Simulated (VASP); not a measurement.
Runs of VASP 6.6.1 on W. The structure is that of space group Im-3m (No. 229), or close to it. The cells are those of the table. 

```csv
cell,further INCAR settings,gap on the mesh (eV),pressure (GPa)
"a = 2.687 Å, angles 108.1, 112.2, 108.1°, 1 atom",ALGO = Fast; EDIFF = 1e-07; NBANDS = 13,none,19.8
"a = 2.755 Å, angles 110.1, 108.1, 110.1°, 1 atom",ALGO = Fast; EDIFF = 1e-07; NBANDS = 13,none,-7.0
"a = 2.709 Å, angles 108.8, 110.8, 108.8°, 1 atom",ALGO = Fast; EDIFF = 1e-07; NBANDS = 13,none,9.4
"a = 2.778 Å, angles 110.8, 106.8, 110.8°, 1 atom",ALGO = Fast; EDIFF = 1e-06; NBANDS = 13,none,(a)
```

Alike in all rows: task single point; level PBEsol; potentials or basis VASP PAW PBE potentials, release 64 (W_sv); no spin polarisation; k mesh 26 × 26 × 26; cutoff (eV) 520; smearing gaussian 0.15 eV.

Question: Fill in the values left out.

Answer: (a) -13.5.

Caveats: the PAW data sets were made with another functional, which shifts forces and pressure a little; spin-orbit coupling is left out, which moves the levels of the heavy elements; the stress differs along the axes, from 13 to 33 GPa (at least some runs); the stress differs along the axes, from -12 to -5 GPa (at least some runs); the stress differs along the axes, from 6 to 15 GPa (at least some runs); the stress differs along the axes, from -23 to -9 GPa (at least some runs).

A k mesh can miss the band edges, and the runs leave out spin-orbit coupling on W.

A gap of «none» marks levels without a gap at the run's occupations.
